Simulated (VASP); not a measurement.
The system is Al2B2As.

```
CELL_PARAMETERS angstrom
3.48574 0.00000 0.00000
0.00000 3.48574 0.00000
0.00000 0.00000 6.65916
ATOMIC_POSITIONS crystal
Al 0.50000 0.50000 0.78544
Al 0.50000 0.50000 0.21456
B 0.00000 0.00000 0.50000
B 0.50000 0.50000 0.50000
As 0.00000 0.00000 0.00000
```

* Program: VASP 6.6.1
* Task: relaxation of cell and atoms
* Functional: PBE
* Potentials or basis: VASP PAW PBE potentials, release 64 (Al, B, As)
* Cutoff: 600 eV
* k mesh: 6 × 6 × 4
* Occupations: gaussian, width 0.1 eV
* Spin: no spin polarisation

At the start: pressure -5.0 GPa; volume 16.18 Å³/atom.

Problem. Where does the relaxation end?

Solution. Over 25 steps the energy falls by 324.5 meV/atom and the volume is 13.67 Å³/atom (-15.5 %); space group P4/mmm (No. 123, to 0.05 Å).

The path:
```tsv
step	energy change (eV)	largest force (eV/Å)	pressure (GPa)	volume (Å³)
1	0.0000	2.8905	-4.97	80.91
2	-0.7819	0.8091	-5.15	74.89
3	-0.7818	0.7458	-5.24	75.04
4	-0.9146	0.9445	1.04	69.15
5	-0.9162	0.9677	1.80	68.55
6	-1.0493	0.4238	3.38	66.72
7	-1.0777	0.2721	4.59	65.78
8	-1.0972	0.0650	7.51	63.88
9	-1.1851	0.1797	4.40	65.29
10	-1.2065	0.0874	3.52	65.93
11	-1.2891	0.1852	1.44	67.18
12	-1.4326	0.1224	-2.81	69.60
13	-1.4356	0.1266	-3.30	69.97
14	-1.5002	0.3038	-2.56	69.18
15	-1.5941	0.2613	2.62	66.44
16	-1.5925	0.3368	0.78	67.19
17	-1.6002	0.3119	1.47	66.85
18	-1.5999	0.2844	1.90	66.68
19	-1.6004	0.2962	1.70	66.76
20	-1.5920	0.1907	2.16	67.40
21	-1.6049	0.2237	1.87	66.98
22	-1.6204	0.1230	-0.48	68.60
23	-1.6204	0.1204	-0.54	68.65
24	-1.6225	0.0500	-0.19	68.43
25	-1.6227	0.0184	-0.04	68.33
```

Final structure:
```
Al B As
1.0
     2.77277    0.00000    0.00000
     0.00000    2.77277    0.00000
     0.00000    0.00000    8.88769
Al B As
2 2 1
Direct
  0.50000 0.50000 0.74275
  0.50000 0.50000 0.25725
  0.00000 0.00000 0.50000
  0.50000 0.50000 0.50000
  0.00000 0.00000 0.00000
```

Caveat: the volume moved by over 15 % at a fixed basis, so the end points are rough.
